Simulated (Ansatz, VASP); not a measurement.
## ZrTa3Be in VASP and in Ansatz

```xyz
5
Lattice="4.3498 0.0000 0.0000 0.0000 4.3498 0.0000 0.0000 0.0000 4.9121" Properties=species:S:1:pos:R:3 pbc="T T T"
Zr    0.0000    0.0000   -0.3409
Ta    2.1749    2.1749    5.2660
Ta    0.0000    2.1749    2.1015
Ta    2.1749    0.0000    2.1015
Be    2.1749    2.1749    2.9557
```

Alike in both runs: functional PBE; k mesh 4 × 4 × 4; occupations gaussian, width 0.1 eV; no spin polarisation.

Ansatz relaxed the structure, and its values are those at the end. VASP's run is a single point on that final structure, the one shown.

```csv
,VASP,Ansatz
version,VASP 6.6.1,Ansatz 0.2.0
potentials or method,"VASP PAW PBE potentials, release 64 (Zr_sv, Ta_pv, Be), cutoff 520 eV","scalar-relativistic, plane waves, PAW"
valence electrons in the cell,47,53
```

Ansatz gave:

- gap on the k mesh at the Fermi level (eV): none
- pressure (GPa): -0.2
- rms of the force components (eV/Å): 0.012

Question: Estimate VASP's values.

Answer: gap on the k mesh at the Fermi level (eV): none; pressure (GPa): -0.2; rms of the force components (eV/Å): 0.013.

A gap of «none» marks a metal or a gap that the smearing closes. With one functional, cell and mesh, what is left measures potentials, basis and numerics. VASP's potentials hold 47 valence electrons a cell and Ansatz's 53, so a difference there can come from the potentials and not from the codes.

The k mesh is coarse, so the values compare programs but aren't converged. Neither program's run includes spin-orbit coupling.
